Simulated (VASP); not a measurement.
# Na2MgScC6N6 (Fm-3m) in VASP: further runs

The runs below take Na2MgScC6N6 through single point, relaxation of cell and atoms, with PBE.

Everything below comes from runs of VASP 6.6.1. Logs are shortened: lines on timing, memory, paths and dates and some standing lists are left out, and cuts for length are marked.

## (1) The cell of the first run

Symmetry: Fm-3m, No. 225, cubic system. The conventional cell has a = 11.243 Å, b = 11.243 Å, c = 11.243 Å, α = 90.00°, β = 90.00°, γ = 90.00°. Na (site symmetry -43m) has 12 C at 4.01 Å and 12 N at 4.03 Å and 4 Mg at 4.87 Å and 4 Sc at 4.87 Å within 5.3 Å. Within 2.8 Å of Mg (site symmetry m-3m) lie 6 N at 2.14 Å. Within 3.1 Å of Sc (site symmetry m-3m) lie 6 C at 2.31 Å. C (site symmetry 4mm) has 1 N at 1.17 Å within 1.6 Å. Within 1.6 Å of N (site symmetry 4mm) lie 1 C at 1.17 Å.

## (2) Single point, PBE

The input, INCAR:

```
PREC = Accurate ; ENCUT = 520
EDIFF = 1E-6 ; ISMEAR = 0
SIGMA = 0.1 ; LREAL = Auto
LASPH = True ; NELM = 80
ALGO = Normal ; ISIF = 2
LWAVE = False ; LCHARG = False
GGA = PE ; NBANDS = 54
```

The input, KPOINTS:

```
Automatic mesh
0
Gamma
  6 6 6
```

The input, POSCAR:

```
Na2MgScC6N6
1.0
    0.0000000000      5.6216223041      5.6216223041
    5.6216223041      0.0000000000      5.6216223041
    5.6216223041      5.6216223041      0.0000000000
Na Mg Sc C N
2 1 1 6 6
Direct
    0.2500000000      0.2500000000      0.2500000000
    0.7500000000      0.7500000000      0.7500000000
    0.5000000000      0.5000000000      0.5000000000
    0.0000000000      0.0000000000      0.0000000000
    0.7947436751      0.2052563249      0.2052563249
    0.2052563249      0.7947436751      0.2052563249
    0.2052563249      0.2052563249      0.7947436751
    0.2052563249      0.7947436751      0.7947436751
    0.7947436751      0.2052563249      0.7947436751
    0.7947436751      0.7947436751      0.2052563249
    0.6903341563      0.3096658437      0.3096658437
    0.3096658437      0.6903341563      0.3096658437
    0.3096658437      0.3096658437      0.6903341563
    0.3096658437      0.6903341563      0.6903341563
    0.6903341563      0.3096658437      0.6903341563
    0.6903341563      0.6903341563      0.3096658437
```

Potentials or basis: VASP PAW PBE potentials, release 64 (Na_pv, Mg, Sc_sv, C, N).

Command:

```sh
$ cat potpaw_PBE.64/Na_pv/POTCAR potpaw_PBE.64/Mg/POTCAR potpaw_PBE.64/Sc_sv/POTCAR potpaw_PBE.64/C/POTCAR potpaw_PBE.64/N/POTCAR > POTCAR
$ mpirun -np 1 vasp_std > vasp.out
```

OUTCAR:

```text
PREC = Accurate
   ENCUT = 520
   EDIFF = 1E-6
   ISMEAR = 0
   LREAL = Auto
   LASPH = True
   NELM = 80
   ISIF = 2
   GGA = PE

 ion  position               nearest neighbor table
   1  0.250  0.250  0.250-
   2  0.750  0.750  0.750-
   3  0.500  0.500  0.500-  11 2.14  12 2.14  13 2.14  14 2.14  15 2.14  16 2.14
   4  0.000  0.000  0.000-   5 2.31   6 2.31   7 2.31   8 2.31   9 2.31  10 2.31
   5  0.795  0.205  0.205-  11 1.17   4 2.31
   6  0.205  0.795  0.205-  12 1.17   4 2.31
   7  0.205  0.205  0.795-  13 1.17   4 2.31
   8  0.205  0.795  0.795-  14 1.17   4 2.31
   9  0.795  0.205  0.795-  15 1.17   4 2.31
  10  0.795  0.795  0.205-  16 1.17   4 2.31
  11  0.690  0.310  0.310-   5 1.17   3 2.14
  12  0.310  0.690  0.310-   6 1.17   3 2.14
  13  0.310  0.310  0.690-   7 1.17   3 2.14
  14  0.310  0.690  0.690-   8 1.17   3 2.14
  15  0.690  0.310  0.690-   9 1.17   3 2.14
  16  0.690  0.690  0.310-  10 1.17   3 2.14

  LATTYP: Found a face centered cubic cell.
 ALAT       =    11.2432446082

  Lattice vectors:

 A1 = (   0.0000000000,   5.6216223041,   5.6216223041)
 A2 = (   5.6216223041,   0.0000000000,   5.6216223041)
 A3 = (   5.6216223041,   5.6216223041,   0.0000000000)

Analysis of symmetry for initial positions (statically):
=====================================================================
 Subroutine PRICEL returns:
 Original cell was already a primitive cell.

 Routine SETGRP: Setting up the symmetry group for a
 face centered cubic supercell.

 Subroutine GETGRP returns: Found 48 space group operations
 (whereof 48 operations were pure point group operations)
 out of a pool of 48 trial point group operations.

The static configuration has the point symmetry O_h .

Analysis of symmetry for dynamics (positions and initial velocities):
=====================================================================
 Subroutine PRICEL returns:
 Original cell was already a primitive cell.

 Routine SETGRP: Setting up the symmetry group for a
 face centered cubic supercell.

 Subroutine GETGRP returns: Found 48 space group operations
 (whereof 48 operations were pure point group operations)
 out of a pool of 48 trial point group operations.

The dynamic configuration has the point symmetry O_h .

 Subroutine INISYM returns: Found 48 space group operations
 (whereof 48 operations are pure point group operations),
 and found     1 'primitive' translations

----------------------------------------------------------------------------------------

                                     Primitive cell

  volume of cell :     355.3162

  direct lattice vectors                    reciprocal lattice vectors
     0.000000000  5.621622304  5.621622304    -0.088942297  0.088942297  0.088942297
     5.621622304  0.000000000  5.621622304     0.088942297 -0.088942297  0.088942297
     5.621622304  5.621622304  0.000000000     0.088942297  0.088942297 -0.088942297

  length of vectors
     7.950174505  7.950174505  7.950174505     0.154052577  0.154052577  0.154052577

  position of ions in fractional coordinates (direct lattice)
     0.250000000  0.250000000  0.250000000
     0.750000000  0.750000000  0.750000000
     0.500000000  0.500000000  0.500000000
     0.000000000  0.000000000  0.000000000
     0.794743675  0.205256325  0.205256325
     0.205256325  0.794743675  0.205256325
[... 8 lines left out ...]
     0.690334156  0.309665844  0.690334156
     0.690334156  0.690334156  0.309665844

  ion indices of the primitive-cell ions
   primitive index   ion index
                 1           1
                 2           2
                 3           3
                 4           4
                 5           5
                 6           6
[... 8 lines left out ...]
                15          15
                16          16

----------------------------------------------------------------------------------------

 KPOINTS: Automatic mesh

Automatic generation of k-mesh.
 Grid dimensions read from file:
 generate k-points for:    6    6    6

 Generating k-lattice:

  Cartesian coordinates                     Fractional coordinates (reciprocal lattice)
    -0.014823716  0.014823716  0.014823716     0.166666667  0.000000000  0.000000000
     0.014823716 -0.014823716  0.014823716     0.000000000  0.166666667  0.000000000
     0.014823716  0.014823716 -0.014823716     0.000000000  0.000000000  0.166666667

  Length of vectors
     0.025675430  0.025675430  0.025675430

  Shift w.r.t. Gamma in fractional coordinates (k-lattice)
     0.000000000  0.000000000  0.000000000

 Subroutine IBZKPT returns following result:
 ===========================================

 Found     16 irreducible k-points:

 Following reciprocal coordinates:
            Coordinates               Weight
  0.000000  0.000000  0.000000      1.000000
  0.166667  0.000000  0.000000      8.000000
  0.333333  0.000000  0.000000      8.000000
  0.500000  0.000000  0.000000      4.000000
[... 42 lines left out ...]
     AMIX     =   0.40;   BMIX     =  1.00
     AMIX_MAG =   1.60;   BMIX_MAG =  1.00
  volume/ion in A,a.u.               =      22.21       149.86
  Fermi-wavevector in a.u.,A,eV,Ry     =   1.000073  1.889863 13.607800  1.000145
  Thomas-Fermi vector in A             =   2.132405
   LORBIT       =      0    0 simple, 1 ext, 2 COOP (PROOUT), +10 PAW based schemes
   GGA     = PE    functional components
   LHFCALC =     F    Hartree Fock is set to
   AEXX    =    0.0000 exact exchange contribution
   IVDW    =     0    specifies the selected vdW correction
   LEPSILON=     F    determine dielectric tensor
   LRPA    =     F    only Hartree local field effects (RPA)
 non-spin polarized calculation
 Gauss-broadening in eV      SIGMA  =   0.10
  energy-cutoff  :      520.00
  volume of cell :      355.32
 maximum number of plane-waves:      9608
   NGX = 29   NGY = 29   NGZ = 29

 number of electron      81.0000011 magnetization

 Free energy of the ion-electron system (eV)
  ---------------------------------------------------
  ext. energy  EPLUGINS =         0.00000000
  ---------------------------------------------------
  free energy    TOTEN  =      -116.77757057 eV

  energy without entropy =     -116.72873421  energy(sigma->0) =     -116.75315239

 E-fermi :   1.3709     XC(G=0):  -6.7249

 val. band max:        1.3682369332   @ k =  -0.1667   0.1667   0.0000
 cond. band min:       1.3750059007   @ k =  -0.3333   0.5000   0.1667
 fundamental gap:      0.0067689674
 Fermi energy:         1.3709173213

 k-point     1 :       0.0000    0.0000    0.0000
  band No.  band energies     occupation
      1     -48.6201      2.00000
      2     -27.2778      2.00000
      3     -27.2778      2.00000
      4     -27.2778      2.00000
      5     -26.2875      2.00000
      6     -26.2875      2.00000
[... 44 lines left out ...]
     51       4.5177      0.00000
     52       4.7366      0.00000

 k-point     2 :       0.1667    0.0000    0.0000
  band No.  band energies     occupation
      1     -48.6201      2.00000
      2     -27.2778      2.00000
      3     -27.2778      2.00000
      4     -27.2778      2.00000
      5     -26.2875      2.00000
      6     -26.2875      2.00000
[... 44 lines left out ...]
     51       4.5834      0.00000
     52       4.8195      0.00000

 k-point     3 :       0.3333    0.0000    0.0000
  band No.  band energies     occupation
      1     -48.6201      2.00000
      2     -27.2778      2.00000
      3     -27.2778      2.00000
      4     -27.2778      2.00000
      5     -26.2875      2.00000
      6     -26.2875      2.00000
[... 44 lines left out ...]
     51       4.7515      0.00000
     52       4.8204      0.00000
[... 606 lines left out ...]
 k-point    15 :      -0.3333    0.3333    0.1667
  band No.  band energies     occupation
      1     -48.6201      2.00000
      2     -27.2778      2.00000
      3     -27.2778      2.00000
      4     -27.2778      2.00000
      5     -26.2875      2.00000
      6     -26.2875      2.00000
[... 44 lines left out ...]
     51       4.3200      0.00000
     52       4.4005      0.00000

 k-point    16 :      -0.3333    0.5000    0.1667
  band No.  band energies     occupation
      1     -48.6201      2.00000
      2     -27.2778      2.00000
      3     -27.2778      2.00000
      4     -27.2778      2.00000
      5     -26.2875      2.00000
      6     -26.2875      2.00000
[... 44 lines left out ...]
     51       4.1390      0.00000
     52       4.1976      0.00000
 [bands above 52 left out]

------------------------ aborting loop because EDIFF is reached ----------------------------------------

  FORCE on cell =-STRESS in cart. coord.  units (eV):
  Direction    XX          YY          ZZ          XY          YZ          ZX
  --------------------------------------------------------------------------------------
  -------------------------------------------------------------------------------------
  Total        0.7081865      0.7081865      0.7081865     -0.0000000     -0.0000000     -0.0000000
  in kB        3.1933260      3.1933260      3.1933260     -0.0000000     -0.0000000     -0.0000000
  external PRESSURE =       3.1933260 kB  Pullay stress =       0.0000000 kB

 VOLUME and BASIS-vectors are now :
 -----------------------------------------------------------------------------
  energy-cutoff  :      520.00
  volume of cell :      355.32
      direct lattice vectors                 reciprocal lattice vectors
     0.000000000  5.621622304  5.621622304    -0.088942297  0.088942297  0.088942297
     5.621622304  0.000000000  5.621622304     0.088942297 -0.088942297  0.088942297
     5.621622304  5.621622304  0.000000000     0.088942297  0.088942297 -0.088942297

 POSITION                                       TOTAL-FORCE (eV/Angst)
 -----------------------------------------------------------------------------------
      2.81081      2.81081      2.81081         0.000000     -0.000000      0.000000
      8.43243      8.43243      8.43243         0.000000     -0.000000      0.000000
      5.62162      5.62162      5.62162         0.000000     -0.000000      0.000000
      0.00000      0.00000      0.00000         0.000000     -0.000000      0.000000
      2.30775      5.62162      5.62162        -0.367068     -0.000000      0.000000
      5.62162      2.30775      5.62162         0.000000     -0.367068      0.000000
[... 8 lines left out ...]
      5.62162      7.76160      5.62162         0.000000     -0.410402      0.000000
      5.62162      5.62162      7.76160         0.000000     -0.000000     -0.410402
 -----------------------------------------------------------------------------------
    total drift:                                0.000000      0.000000      0.000000

  FREE ENERGIE OF THE ION-ELECTRON SYSTEM (eV)
  ---------------------------------------------------
  free  energy   TOTEN  =      -116.7775705659 eV

  energy  without entropy=     -116.7287342063  energy(sigma->0) =     -116.75315239
```

It took 7.6 min on 1 thread of Intel Xeon Platinum 8488C (Sapphire Rapids), shared host; peak memory 0.6 GiB.

What came out:

```yaml
Free_energy: -116.7776 eV
Pressure: 0.3 GPa
Largest_force: 0.410 eV/Å
```

Forces on the atoms (eV/Å):
```
Na   0.000  0.000  0.000
Na   0.000  0.000  0.000
Mg   0.000  0.000  0.000
Sc   0.000  0.000  0.000
C   -0.367  0.000  0.000
C    0.000 -0.367  0.000
C    0.000  0.000 -0.367
C    0.367  0.000  0.000
C    0.000  0.367  0.000
C    0.000  0.000  0.367
N    0.410  0.000  0.000
N    0.000  0.410  0.000
N    0.000  0.000  0.410
N   -0.410  0.000  0.000
N    0.000 -0.410  0.000
N    0.000  0.000 -0.410
```

## (3) Relaxation of cell and atoms, PBE

This run uses another cell than the first one, of 18.26 Å³/atom, 0.822 times its volume.

The input, INCAR:

```
ALGO = Normal ; EDIFF = 1E-7
EDIFFG = -0.04 ; ENCUT = 600
GGA = PE ; IBRION = 2
ISIF = 3 ; ISMEAR = 0
LASPH = T ; LCHARG = F
LREAL = Auto ; LWAVE = F
NELM = 60 ; NSW = 90
PREC = Accurate ; SIGMA = 0.1
```

The input, KPOINTS:

```
k-points
0
Gamma
  4 4 4
```

The input, POSCAR:

```
Na2MgScC6N6
1.0
    0.0000000000      5.2670000000      5.2670000000
    5.2670000000      0.0000000000      5.2670000000
    5.2670000000      5.2670000000      0.0000000000
Na Mg Sc C N
2 1 1 6 6
Direct
    0.2500000000      0.2500000000      0.2500000000
    0.7500000000      0.7500000000      0.7500000000
    0.5000000000      0.5000000000      0.5000000000
    0.0000000000      0.0000000000      0.0000000000
    0.8080501200      0.1919498800      0.1919498800
    0.1919498800      0.8080501200      0.1919498800
    0.1919498800      0.1919498800      0.8080501200
    0.1919498800      0.8080501200      0.8080501200
    0.8080501200      0.1919498800      0.8080501200
    0.8080501200      0.8080501200      0.1919498800
    0.6969812000      0.3030188000      0.3030188000
    0.3030188000      0.6969812000      0.3030188000
    0.3030188000      0.3030188000      0.6969812000
    0.3030188000      0.6969812000      0.6969812000
    0.6969812000      0.3030188000      0.6969812000
    0.6969812000      0.6969812000      0.3030188000
```

Potentials or basis: VASP PAW PBE potentials, release 64 (Na_pv, Mg, Sc_sv, C, N).

Command:

```sh
$ cat potpaw_PBE.64/Na_pv/POTCAR potpaw_PBE.64/Mg/POTCAR potpaw_PBE.64/Sc_sv/POTCAR potpaw_PBE.64/C/POTCAR potpaw_PBE.64/N/POTCAR > POTCAR
$ mpirun -np 1 vasp_std > vasp.out
```

Wall time 25 min (1 thread of Intel Xeon Platinum 8488C (Sapphire Rapids), shared host); peak memory 0.62 GiB.

The run converged. Its results:

* Free energy: -116.7569 eV
* Relaxed volume: 22.15 Å³/atom
* Relaxed cell: a = 7.943 Å, b = 7.943 Å, c = 7.943 Å, α = 60.00°, β = 60.00°, γ = 60.00°
* Space group after relaxing (to 0.05 Å): Fm-3m (No. 225)
* Energy gained by relaxing: 182.6 meV/atom
* Ionic steps: 10
* Pressure after relaxing: 0.1 GPa
* Largest force after relaxing: 0.035 eV/Å

Forces in eV/Å, atoms in the order of the input:
```
Na   0.000  0.000  0.000
Na   0.000  0.000  0.000
Mg   0.000  0.000  0.000
Sc   0.000  0.000  0.000
C   -0.022  0.000  0.000
C    0.000 -0.022  0.000
C    0.000  0.000 -0.022
C    0.022  0.000  0.000
C    0.000  0.022  0.000
C    0.000  0.000  0.022
N    0.035  0.000  0.000
N    0.000  0.035  0.000
N    0.000  0.000  0.035
N   -0.035  0.000  0.000
N    0.000 -0.035  0.000
N    0.000  0.000 -0.035
```

Step by step:
```tsv
step	energy change (eV)	largest force (eV/Å)	pressure (GPa)	volume (Å³)
1	0.0000	2.6247	11.52	292.23
2	-2.7226	2.7783	2.86	351.34
3	-2.7217	2.8387	2.71	353.33
4	6.2309	11.4457	-13.81	411.57
5	-2.8908	0.9105	-1.13	359.36
6	-2.9095	0.3469	-0.45	357.92
7	-2.9111	0.1377	-0.20	357.40
8	-2.9111	0.1204	-0.16	357.32
9	-2.9161	0.0990	-0.10	356.58
10	-2.9224	0.0349	0.09	354.42
```

Final structure:
```
Na Mg Sc C N
1.0
     0.00000    5.61690    5.61690
     5.61690    0.00000    5.61690
     5.61690    5.61690    0.00000
Na Mg Sc C N
2 1 1 6 6
Direct
  0.25000 0.25000 0.25000
  0.75000 0.75000 0.75000
  0.50000 0.50000 0.50000
  0.00000 0.00000 0.00000
  0.79475 0.20525 0.20525
  0.20525 0.79475 0.20525
  0.20525 0.20525 0.79475
  0.20525 0.79475 0.79475
  0.79475 0.20525 0.79475
  0.79475 0.79475 0.20525
  0.68998 0.31002 0.31002
  0.31002 0.68998 0.31002
  0.31002 0.31002 0.68998
  0.31002 0.68998 0.68998
  0.68998 0.31002 0.68998
  0.68998 0.68998 0.31002
```

Levels at points of the mesh, in eV from the Fermi level:
| k point | band 38 | band 39 | band 40 | band 41 | band 42 | band 43 |
| --- | --- | --- | --- | --- | --- | --- |
| (0.00, 0.00, 0.00) | -4.88 | -4.83 | -4.83 | -0.09 | -0.09 | -0.09 |
| (0.50, 0.00, 0.00) | -4.85 | -4.39 | -4.39 | 0.09 | 0.24 | 0.24 |
| (0.50, 0.50, 0.00) | -4.53 | -4.53 | -4.34 | -0.13 | 0.43 | 0.43 |

Caveat: the volume moved by over 15 % at a fixed basis, so the end points are rough.

## (4) Single point, PBE, collinear spin, ferromagnetic start

This run uses another cell than the first one, of 18.26 Å³/atom, 0.822 times its volume.

The input, INCAR:

```
ALGO = Normal
EDIFF = 1E-6
ENCUT = 520
GGA = PE
ISIF = 2
ISMEAR = 0
ISPIN = 2
LASPH = True
LCHARG = True
LELF = True
LMAXMIX = 4
LORBIT = 11
LREAL = Auto
LVHAR = True
LWAVE = False
MAGMOM = 0 0 0 0 1 1 1 1 1 1 1 1 1 1 1 1
NBANDS = 58
NELM = 150
PREC = Accurate
SIGMA = 0.1
```

KPOINTS is that of step 3.

POSCAR is that of step 3.

Command:

```sh
$ cat potpaw_PBE.64/Na_pv/POTCAR potpaw_PBE.64/Mg/POTCAR potpaw_PBE.64/Sc_sv/POTCAR potpaw_PBE.64/C/POTCAR potpaw_PBE.64/N/POTCAR > POTCAR
$ mpirun -np 1 vasp_std > vasp.out
```

It took 9.9 min on 1 thread of Intel Xeon Platinum 8488C (Sapphire Rapids), shared host; peak memory 0.66 GiB.

It converged, with:

- Free energy: -113.8157 eV
- Pressure: 11.6 GPa
- Largest force: 2.595 eV/Å
- Net moment: 0.00 μB per cell
- Valence electrons inside the program's atomic spheres: Na 5.95; Mg 0.41; Sc 10.43; C 2.65; N 3.91

Forces in eV/Å, atoms in the order of the input:
```
Na   0.000  0.000  0.000
Na   0.000  0.000  0.000
Mg   0.000  0.000  0.000
Sc   0.000  0.000  0.000
C    2.595  0.000  0.000
C    0.000  2.595  0.000
C    0.000  0.000  2.595
C   -2.595  0.000  0.000
C    0.000 -2.595  0.000
C    0.000  0.000 -2.595
N    0.909  0.000  0.000
N    0.000  0.909  0.000
N    0.000  0.000  0.909
N   -0.909  0.000  0.000
N    0.000 -0.909  0.000
N    0.000  0.000 -0.909
```

Levels at points of the mesh, in eV from the Fermi level:
Spin up:
| k point | band 38 | band 39 | band 40 | band 41 | band 42 | band 43 |
| --- | --- | --- | --- | --- | --- | --- |
| (0.00, 0.00, 0.00) | -4.29 | -4.29 | -4.29 | -0.21 | -0.21 | -0.21 |
| (0.50, 0.00, 0.00) | -4.35 | -3.73 | -3.73 | 0.17 | 0.32 | 0.32 |
| (0.50, 0.50, 0.00) | -3.89 | -3.89 | -3.65 | -0.18 | 0.64 | 0.64 |
Spin down:
```csv
k point,band 38,band 39,band 40,band 41,band 42,band 43
"(0.00, 0.00, 0.00)",-4.29,-4.29,-4.29,-0.21,-0.21,-0.21
"(0.50, 0.00, 0.00)",-4.35,-3.73,-3.73,0.17,0.32,0.32
"(0.50, 0.50, 0.00)",-3.89,-3.89,-3.65,-0.18,0.64,0.64
```

Caveat: forces of over 1 eV/Å act on the atoms, so gaps and moduli don't describe the material at rest.

## (5) Summary

```csv
task,spin,cell,k mesh,cutoff (eV),gap on the mesh (eV),pressure (GPa),largest force (eV/Å)
single point,off,"a = 7.950 Å, angles 60.0°, 16 atoms",6 × 6 × 6,520,none,0.3,0.41
relaxation of cell and atoms,off,"relaxed from a = 7.449 Å, angles 60.0°, 16 atoms",4 × 4 × 4,600,none,0.1,0.03
single point,"collinear, ferromagnetic start","a = 7.449 Å, angles 60.0°, 16 atoms",4 × 4 × 4,520,none,11.6,2.60
```

Alike in all rows: level PBE; potentials or basis VASP PAW PBE potentials, release 64 (Na_pv, Mg, Sc_sv, C, N); smearing gaussian 0.1 eV.

Caveats: the volume moved by over 15 % at a fixed basis, so the end points are rough (some runs); forces of over 1 eV/Å act on the atoms, so gaps and moduli don't describe the material at rest (some runs).

Absolute energies hang on the potentials; compare differences alone.
